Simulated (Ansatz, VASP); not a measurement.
# Two plane-wave programs on LiF

Contents of INCAR:

```
  PREC = Accurate
  ENCUT = 520
  EDIFF = 1E-6
  ISMEAR = 0
  SIGMA = 0.05
  LREAL = F
  LASPH = T
  NELM = 100
  ALGO = Normal
  ISIF = 2
  LWAVE = F
  LCHARG = F
  GGA = PS
  NBANDS = 18
```

Contents of KPOINTS:

```
regular mesh
0
Gamma
  9 9 6
```

POSCAR

```
LiF
1.0
    2.9385022248      0.0000000000      0.0000000000
   -1.4692511124      2.5448175758      0.0000000000
    0.0000000000      0.0000000000      4.4227386044
Li F
2 2
Direct
    0.3333333333      0.6666666667      0.3811542600
    0.6666666667      0.3333333333      0.8811542600
    0.3333333333      0.6666666667      0.9938437400
    0.6666666667      0.3333333333      0.4938437400
```

Input for Ansatz:

```yaml
crystal:
  lattice:
    - [2.9385022248, 0.0, 0.0]
    - [-1.4692511124, 2.5448175758, 0.0]
    - [0.0, 0.0, 4.4227386044]
  atoms:
    - { symbol: Li, position: [0.3333333333, 0.6666666667, 0.38115426] }
    - { symbol: Li, position: [0.6666666667, 0.3333333333, 0.88115426] }
    - { symbol: F, position: [0.3333333333, 0.6666666667, 0.99384374] }
    - { symbol: F, position: [0.6666666667, 0.3333333333, 0.49384374] }
basis:
  ecutwfc: 420
kpoints:
  mp_grid: { grid: [9, 9, 6] }
hamiltonian:
  xc: pbesol
scf:
  occupations: { method: gaussian, width: 0.05 }
output:
  forces: true
  stress: true
  eigenvalues: true
```

Change from the starting cell: strain -0.040 along x and y, -0.080 along z, atoms carried along.

Alike in both runs: task single point; functional PBEsol; k mesh 9 × 9 × 6; occupations gaussian, width 0.05 eV; no spin polarisation.

|  | VASP | Ansatz |
| --- | --- | --- |
| version | VASP 6.6.1 | Ansatz 0.2.0 |
| potentials or method | VASP PAW PBE potentials, release 64 (Li_sv, F), cutoff 520 eV | scalar-relativistic, plane waves, PAW |
| valence electrons in the cell | 20 | 20 |

```tsv
	VASP	Ansatz	Ansatz less VASP
gap on the k mesh at the Fermi level (eV)	8.61	8.63	+0.018
least direct gap on the mesh (eV)	8.61	8.63	+0.018
rms of the force components (eV/Å)	0.241	0.227	-0.0140
```

VASP's potentials were made for PBE, not for PBEsol. Atom by atom the forces differ by 0.014 eV/Å (rms over components).

Noted on VASP's run: the cutoff is short for stress, so the pressure is rough.
